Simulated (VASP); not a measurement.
# Li (C2/c) in VASP: single point with BLYP

Aim: the single point of Li with BLYP.

Program: VASP 6.6.1. These are calculated values, not measurements. Logs are shortened: lines on timing, memory, paths and dates and some standing lists are left out, and cuts for length are marked.

## 1. The cell of the first run

The typed cell holds 2 atoms: a = 3.054 Å, b = 3.054 Å, c = 5.825 Å, α = 105.12°, β = 105.12°, γ = 120.13°.

This isn't the form of Li at room conditions, which is bcc.

## 2. Single point, BLYP

INCAR

```
SYSTEM = Li
PREC     = Accurate       ! precision mode
ENCUT    = 520            ! plane-wave cutoff, eV
EDIFF    = 1E-6           ! SCF threshold, eV
ISMEAR   = -1             ! smearing method
SIGMA    = 0.1            ! smearing width, eV
LREAL    = .False.        ! projectors in reciprocal space
LASPH    = .True.         ! aspherical terms in the spheres
NELM     = 100            ! most SCF steps
ALGO     = Normal         ! electronic algorithm
ISIF     = 2              ! what is computed and relaxed
LWAVE    = .False.        ! write WAVECAR
LCHARG   = .True.         ! write CHGCAR
GGA      = B5             ! functional
ALDAX    = 1.0          
AGGAX    = 1.0          
AGGAC    = 1.0          
ALDAC    = 0.0          
LELF     = .True.         ! ELF
LVHAR    = .True.       
ISYM     = 0            
NBANDS   = 10             ! bands
```

KPOINTS

```
regular mesh
0
Gamma
  12 12 8
  0 0 0
```

POSCAR

```
Li
1.0
   -2.0524066862      1.6899617322      1.5020625587
    1.6899617322     -2.0524066862      1.5020625587
    3.8236975054      3.8236975054     -2.1658811557
Li
2
Direct
    0.9591474779      0.0408525221      1.0000000000
    0.7908525221      0.2091474779      0.5000000000
```

Potentials or basis: VASP PAW PBE potentials, release 64 (Li_sv).

Started as:

```console
cat potpaw_PBE.64/Li_sv/POTCAR > POTCAR
mpirun -np 1 vasp_std > vasp.out
```

OUTCAR:

```text
SYSTEM = Li
   PREC = Accurate
   ENCUT = 520
   EDIFF = 1E-6
   ISMEAR = -1
   LREAL = .False.
   LASPH = .True.
   NELM = 100
   ISIF = 2
   GGA = B5
   ISYM = 0

 ion  position               nearest neighbor table
   1  0.959  0.041  0.000-
   2  0.791  0.209  0.500-

IMPORTANT INFORMATION: All symmetrisations will be switched off!
NOSYMM: (Re-)initialisation of all symmetry stuff for point group C_1.

----------------------------------------------------------------------------------------

                                     Primitive cell

  volume of cell :      40.0503

  direct lattice vectors                    reciprocal lattice vectors
    -2.052406686  1.689961732  1.502062559    -0.032413356  0.234797107  0.357293031
     1.689961732 -2.052406686  1.502062559     0.234797107 -0.032413356  0.357293031
     3.823697505  3.823697505 -2.165881156     0.140355372  0.140355372  0.033867495

  length of vectors
     3.053610288  3.053610288  5.825149475     0.428764058  0.428764058  0.201361039

  position of ions in fractional coordinates (direct lattice)
     0.959147478  0.040852522  1.000000000
     0.790852522  0.209147478  0.500000000

  ion indices of the primitive-cell ions
   primitive index   ion index
                 1           1
                 2           2

----------------------------------------------------------------------------------------

 KPOINTS: regular mesh

Automatic generation of k-mesh.
 Grid dimensions read from file:
 generate k-points for:   12   12    8

 Generating k-lattice:

  Cartesian coordinates                     Fractional coordinates (reciprocal lattice)
    -0.002701113  0.019566426  0.029774419     0.083333333  0.000000000  0.000000000
     0.019566426 -0.002701113  0.029774419     0.000000000  0.083333333  0.000000000
     0.017544421  0.017544421  0.004233437    -0.000000000 -0.000000000  0.125000000

  Length of vectors
     0.035730338  0.035730338  0.025170130

  Shift w.r.t. Gamma in fractional coordinates (k-lattice)
     0.000000000  0.000000000  0.000000000

 Subroutine IBZKPT returns following result:
 ===========================================

 Found    580 irreducible k-points:

 Following reciprocal coordinates:
            Coordinates               Weight
  0.000000  0.000000  0.000000      1.000000
  0.083333  0.000000 -0.000000      2.000000
 -0.000000 -0.083333  0.000000      2.000000
  0.166667  0.000000  0.000000      2.000000
  0.000000 -0.166667 -0.000000      2.000000
  0.250000  0.000000  0.000000      2.000000
[... 16 lines left out ...]
  0.500000  0.083333  0.000000      2.000000
 -0.083333  0.500000 -0.000000      2.000000
 [... further k-points ...]
   k-points           NKPTS =    580   k-points in BZ     NKDIM =    580   number of bands    NBANDS=     10
   number of dos      NEDOS =    301   number of ions     NIONS =      2
   total plane-waves  NPLWV =  27648
   dimension x,y,z NGX =    24 NGY =   24 NGZ =   48
   dimension x,y,z NGXF=    48 NGYF=   48 NGZF=   96
   ions per type =               2
   NGX,Y,Z   is equivalent  to a cutoff of  13.07, 13.07, 13.70 a.u.
   NGXF,Y,Z  is equivalent  to a cutoff of  26.13, 26.13, 27.40 a.u.
 SYSTEM =  Li
   PREC   = accura    normal or accurate (medium, high low for compatibility)
   ISTART =      0    job   : 0-new  1-cont  2-samecut
   ICHARG =      2    charge: 1-file 2-atom 10-const
   ISPIN  =      1    spin polarized calculation?
   LNONCOLLINEAR =      F non collinear calculations
   LSORBIT =      F    spin-orbit coupling
   LASPH  =      T    aspherical Exc in radial PAW
   ENCUT  =  520.0 eV  38.22 Ry    6.18 a.u.   5.68  5.68 10.83*2*pi/ulx,y,z
   NELM   =    100;   NELMIN=  2; NELMDL= -5     # of ELM steps
   EDIFF  = 0.1E-05   stopping-criterion for ELM
   LREAL  =      F    real-space projection
   EDIFFG = 0.1E-04   stopping-criterion for IOM
   NSW    =      0    number of steps for IOM
   IBRION =     -1    ionic relax: 0-MD 1-quasi-New 2-CG
   NFREE  =      0    steps in history (QN), initial steepest desc. (CG)
   ISIF   =      2    stress and relaxation
   ISYM   =      0    0-nonsym 1-usesym 2-fastsym
   POTIM  = 0.5000    time-step for ionic-motion
   TEBEG  =    0.0;   TEEND  =   0.0 temperature during run
   PSTRESS=    0.0 pullay stress
   NELECT =       6.0000    total number of electrons
   NUPDOWN=      -1.0000    fix difference up-down
   EMIN   =  10.00;   EMAX   =-10.00  energy-range for DOS
   EFERMI =   0.00;   METHOD = LEGACY
   ISMEAR =    -1;   SIGMA  =   0.10  broadening in eV -4-tet -1-fermi 0-gaus
   EFERMI_NEDOS =   21; number of points for ismear=-14 and -15
   IALGO  =     38    algorithm
   IMIX   =      4    mixing-type and parameters
     AMIX     =   0.40;   BMIX     =  1.00
     AMIX_MAG =   1.60;   BMIX_MAG =  1.00
  volume/ion in A,a.u.               =      20.03       135.14
  Fermi-wavevector in a.u.,A,eV,Ry     =   0.869474  1.643068 10.285808  0.755986
  Thomas-Fermi vector in A             =   1.988302
   LORBIT       =      0    0 simple, 1 ext, 2 COOP (PROOUT), +10 PAW based schemes
   GGA     = B5    functional components
   LHFCALC =     F    Hartree Fock is set to
   AEXX    =    0.0000 exact exchange contribution
   IVDW    =     0    specifies the selected vdW correction
   LEPSILON=     F    determine dielectric tensor
   LRPA    =     F    only Hartree local field effects (RPA)
 non-spin polarized calculation
  energy-cutoff  :      520.00
  volume of cell :       40.05
 maximum number of plane-waves:      1100
   NGX = 11   NGY = 11   NGZ = 21

 number of electron       5.9999991 magnetization

 Free energy of the ion-electron system (eV)
  ---------------------------------------------------
  ext. energy  EPLUGINS =         0.00000000
  ---------------------------------------------------
  free energy    TOTEN  =        -3.15618247 eV

  energy without entropy =       -3.12510958  energy(sigma->0) =       -3.14064603

 E-fermi :   1.0584     XC(G=0):  -6.6776

 val. band max:        1.0550976196   @ k =  -0.3333   0.5000   0.5000
 cond. band min:       1.0590886113   @ k =   0.4167   0.0833  -0.2500
 fundamental gap:      0.0039909918
 Fermi energy:         1.0583959033

 k-point     1 :       0.0000    0.0000    0.0000
  band No.  band energies     occupation
      1     -46.1321      2.00000
      2     -46.1138      2.00000
      3      -2.4735      2.00000
      4       1.0707      0.93872
      5       4.0732      0.00000
      6      13.3527      0.00000
      7      13.4117      0.00000
      8      14.7959      0.00000
      9      14.8028      0.00000
     10      15.4317      0.00000

 k-point     2 :       0.0833    0.0000   -0.0000
  band No.  band energies     occupation
      1     -46.1307      2.00000
      2     -46.1136      2.00000
      3      -2.3321      2.00000
      4       1.0301      1.14053
      5       4.3735      0.00000
      6      12.3521      0.00000
      7      12.6782      0.00000
      8      14.6530      0.00000
      9      15.0885      0.00000
     10      15.1278      0.00000

 k-point     3 :      -0.0000   -0.0833    0.0000
  band No.  band energies     occupation
      1     -46.1307      2.00000
      2     -46.1136      2.00000
      3      -2.3321      2.00000
      4       1.0301      1.14053
      5       4.3735      0.00000
      6      12.3521      0.00000
      7      12.6782      0.00000
      8      14.6530      0.00000
      9      15.0885      0.00000
     10      15.1278      0.00000

 k-point     4 :       0.1667    0.0000    0.0000
  band No.  band energies     occupation
      1     -46.1269      2.00000
      2     -46.1130      2.00000
      3      -1.9076      2.00000
      4       0.9863      1.34561
      5       5.1705      0.00000
      6      10.4148      0.00000
      7      11.7220      0.00000
      8      13.5880      0.00000
      9      14.0191      0.00000
     10      14.6533      0.00000

 k-point     5 :       0.0000   -0.1667   -0.0000
  band No.  band energies     occupation
      1     -46.1269      2.00000
      2     -46.1130      2.00000
      3      -1.9076      2.00000
      4       0.9863      1.34561
      5       5.1705      0.00000
      6      10.4148      0.00000
      7      11.7220      0.00000
      8      13.5880      0.00000
      9      14.0191      0.00000
     10      14.6533      0.00000

 k-point     6 :       0.2500    0.0000    0.0000
  band No.  band energies     occupation
      1     -46.1218      2.00000
      2     -46.1122      2.00000
      3      -1.1992      2.00000
      4       1.0525      1.02970
      5       6.1492      0.00000
      6       8.6878      0.00000
      7      10.8706      0.00000
      8      10.9991      0.00000
      9      13.3163      0.00000
     10      13.4981      0.00000

 k-point     7 :      -0.0000   -0.2500   -0.0000
  band No.  band energies     occupation
      1     -46.1218      2.00000
      2     -46.1122      2.00000
      3      -1.1992      2.00000
      4       1.0525      1.02970
      5       6.1492      0.00000
      6       8.6878      0.00000
      7      10.8706      0.00000
      8      10.9991      0.00000
      9      13.3163      0.00000
     10      13.4981      0.00000

 k-point     8 :       0.3333    0.0000   -0.0000
  band No.  band energies     occupation
      1     -46.1167      2.00000
      2     -46.1114      2.00000
      3      -0.2192      1.99999
      4       1.2740      0.20754
      5       6.0482      0.00000
      6       7.6311      0.00000
      7       9.3853      0.00000
      8      10.5929      0.00000
      9      12.3420      0.00000
     10      12.7395      0.00000

 k-point     9 :      -0.0000   -0.3333    0.0000
  band No.  band energies     occupation
      1     -46.1167      2.00000
      2     -46.1114      2.00000
      3      -0.2192      1.99999
      4       1.2740      0.20754
      5       6.0482      0.00000
      6       7.6311      0.00000
      7       9.3853      0.00000
      8      10.5929      0.00000
      9      12.3420      0.00000
     10      12.7395      0.00000
[... 118 lines left out ...]
 k-point    19 :       0.3333    0.0833    0.0000
  band No.  band energies     occupation
      1     -46.1137      2.00000
      2     -46.1114      2.00000
      3       0.5888      1.98190
      4       1.3115      0.14742
      5       5.7493      0.00000
      6       6.4756      0.00000
      7       9.4711      0.00000
      8      10.4066      0.00000
      9      11.3776      0.00000
     10      12.3837      0.00000

 k-point    20 :      -0.0833   -0.3333   -0.0000
  band No.  band energies     occupation
      1     -46.1137      2.00000
      2     -46.1114      2.00000
      3       0.5888      1.98190
      4       1.3115      0.14742
      5       5.7493      0.00000
      6       6.4756      0.00000
      7       9.4711      0.00000
      8      10.4066      0.00000
      9      11.3776      0.00000
     10      12.3837      0.00000

 k-point    21 :       0.4167    0.0833    0.0000
  band No.  band energies     occupation
      1     -46.1111      2.00000
      2     -46.1111      2.00000
      3       1.7062      0.00307
      4       1.7108      0.00293
      5       4.8286      0.00000
      6       4.8335      0.00000
      7       9.9577      0.00000
      8       9.9618      0.00000
      9      12.1835      0.00000
     10      12.1979      0.00000

 k-point    22 :      -0.0833   -0.4167   -0.0000
  band No.  band energies     occupation
      1     -46.1111      2.00000
      2     -46.1111      2.00000
      3       1.7062      0.00307
      4       1.7108      0.00293
      5       4.8286      0.00000
      6       4.8335      0.00000
      7       9.9577      0.00000
      8       9.9618      0.00000
      9      12.1835      0.00000
     10      12.1979      0.00000

 k-point    23 :       0.5000    0.0833    0.0000
  band No.  band energies     occupation
      1     -46.1119      2.00000
      2     -46.1103      2.00000
      3       1.4593      0.03564
      4       1.9563      0.00025
      5       4.6936      0.00000
      6       5.0829      0.00000
      7       9.5063      0.00000
      8      10.3329      0.00000
      9      11.6854      0.00000
     10      12.3360      0.00000

 k-point    24 :      -0.0833    0.5000   -0.0000
  band No.  band energies     occupation
      1     -46.1119      2.00000
      2     -46.1103      2.00000
      3       1.4593      0.03564
      4       1.9563      0.00025
      5       4.6936      0.00000
      6       5.0829      0.00000
      7       9.5063      0.00000
      8      10.3329      0.00000
      9      11.6854      0.00000
     10      12.3360      0.00000

 [... further k-points ...]
[... 5 lines left out ...]
  --------------------------------------------------------------------------------------
  -------------------------------------------------------------------------------------
  Total       -0.0222656     -0.0222652     -0.0153067      0.0018687      0.0011213      0.0011207
  in kB       -0.8907183     -0.8906988     -0.6123304      0.0747574      0.0448548      0.0448318
  external PRESSURE =      -0.7979158 kB  Pullay stress =       0.0000000 kB

 VOLUME and BASIS-vectors are now :
 -----------------------------------------------------------------------------
  energy-cutoff  :      520.00
  volume of cell :       40.05
      direct lattice vectors                 reciprocal lattice vectors
    -2.052406686  1.689961732  1.502062559    -0.032413356  0.234797107  0.357293031
     1.689961732 -2.052406686  1.502062559     0.234797107 -0.032413356  0.357293031
     3.823697505  3.823697505 -2.165881156     0.140355372  0.140355372  0.033867495

 POSITION                                       TOTAL-FORCE (eV/Angst)
 -----------------------------------------------------------------------------------
     -1.89952      1.53708      1.50206         0.000214     -0.000217      0.000001
      0.64215      2.81910      0.41912        -0.000214      0.000217     -0.000001
 -----------------------------------------------------------------------------------
    total drift:                               -0.000000      0.000000      0.000000

  FREE ENERGIE OF THE ION-ELECTRON SYSTEM (eV)
  ---------------------------------------------------
  free  energy   TOTEN  =        -3.1561824715 eV

  energy  without entropy=       -3.1251095797  energy(sigma->0) =       -3.14064603
```

It took 2.3 min on 1 thread of Intel Xeon Platinum 8259CL at 2.50GHz (Skylake/Cascade Lake), shared host; peak memory 0.29 GiB.

What came out:

```
Free energy            : -3.1562 eV
Band gap on the k mesh : zero (bands 3 and 4 overlap by 4.58 eV)
```

Caveat: the cutoff is under 1.25 times the usual one of these potentials, so pressure, stress and relaxed cells hold a basis-set (Pulay) error; the PAW data sets were made with another functional, which shifts forces and pressure a little.
